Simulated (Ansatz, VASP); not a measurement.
Sb, level by level in two programs

```
Sb
1.0
     2.19645    1.26812    3.83170
    -2.19645    1.26812    3.83170
     0.00000   -2.53624    3.83170
Sb
2
Direct
  0.76651 0.76651 0.76651
  0.23349 0.23349 0.23349
```

Single points on this cell with VASP 6.6.1 and Ansatz 0.2.0. Each row is one pair of runs. Alike in all rows: spin: off; k mesh: 8 × 8 × 8; smearing: fermi-dirac, width 0.05 eV.

```tsv
level	VASP's potentials, cutoff	Ansatz's potentials, cutoff	gap on the k mesh at the Fermi level (eV), VASP	gap on the k mesh at the Fermi level (eV), Ansatz	pressure (GPa), VASP	pressure (GPa), Ansatz	rms of the force components (eV/Å), VASP	rms of the force components (eV/Å), Ansatz
LDA	VASP PAW LDA potentials, release 64 (Sb), 520 eV	Ansatz PAW, 420 eV	none	none	-3.8	-4.0	0.119	0.149
RPBE+D4	VASP PAW PBE potentials, release 64 (Sb), 520 eV	Ansatz PAW, 420 eV	none	none	-4.1	-4.0	0.022	0.039
PBE exchange alone	VASP PAW PBE potentials, release 64 (Sb), 520 eV	Ansatz PAW, 420 eV	none	none	8.4	8.3	0.037	0.009
r2SCAN	VASP PAW PBE potentials, release 64 (Sb), 520 eV	Ansatz PAW, 500 eV	none	?	-1.5	?	0.150	?
LDA	VASP PAW LDA potentials, release 64 (Sb_d_GW), 500 eV	Ansatz PAW, 420 eV	none	none	-4.0	-4.0	0.144	0.149
PBE exchange alone	VASP PAW PBE potentials, release 64 (Sb_d_GW), 500 eV	Ansatz PAW, 420 eV	none	none	8.2	8.3	0.008	0.009
```

Q: Fill in what Ansatz gave in row 4.

A: gap on the k mesh at the Fermi level (eV): none; pressure (GPa): -1.5; rms of the force components (eV/Å): 0.173.

VASP's potentials hold 10 valence electrons a cell and Ansatz's 30 in some rows, so a difference there can come from the potentials and not from the codes.

A gap of «none» marks a metal or a gap that the smearing closes.

Spin-orbit coupling is off throughout.
